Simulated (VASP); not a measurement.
Here is a VASP 6.6.1 calculation.

Contents of INCAR:

```
PREC = Accurate
ENCUT = 520
EDIFF = 1E-7
ISMEAR = -4
SIGMA = 0.1
LREAL = F
LASPH = T
NELM = 60
ALGO = Normal
ISIF = 2
LWAVE = F
LCHARG = T
GGA = CA
LELF = T
LVHAR = T
NBANDS = 16
```

KPOINTS

```
regular mesh
0
Gamma
  12 12 12
```

File POSCAR:

```
AlRu
1.0
    2.9533721097      0.0000000000      0.0000000000
    0.0000000000      2.9533721097      0.0000000000
    0.0000000000      0.0000000000      2.9533721097
Al Ru
1 1
Direct
    0.0000000000      0.0000000000      0.0000000000
    0.5000000000      0.5000000000      0.5000000000
```

Potentials or basis: VASP PAW LDA potentials, release 64 (Al, Ru_pv).

Run with:

```bash
$ cat potpaw_LDA.64/Al/POTCAR potpaw_LDA.64/Ru_pv/POTCAR > POTCAR
$ mpirun -np 1 vasp_std > vasp.out
```

Task: Estimate the pressure.

Result: 1.2 GPa.
